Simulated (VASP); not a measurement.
The system is TePb.

```
CELL_PARAMETERS angstrom
0.00000 3.25240 3.25240
3.25240 0.00000 3.25240
3.25240 3.25240 0.00000
ATOMIC_POSITIONS crystal
Pb 0.00000 0.00000 0.00000
Te 0.50000 0.50000 0.50000
```

Base run:

```yaml
Program: VASP 6.6.1
Functional: BLYP
Dispersion: D3(BJ)
Potentials_or_basis: VASP PAW PBE potentials, release 64 (Pb_d, Te)
Cutoff: 520 eV
k_mesh: 7 × 7 × 7
Occupations: fermi-dirac, width 0.05 eV
Spin: no spin polarisation
```

Its results: pressure -0.1 GPa.

Problem. The run is repeated on the same cell with these changes: dispersion from D3(BJ) to none. What comes out?

Solution. Pressure 4.4 GPa.

Dispersion adds attraction, which lowers the pressure at fixed volume and, as a term added to the energy, leaves the levels alone.

Caveats: the PAW data sets were made with another functional, which shifts forces and pressure a little; spin-orbit coupling is left out, which moves the levels of the heavy elements.
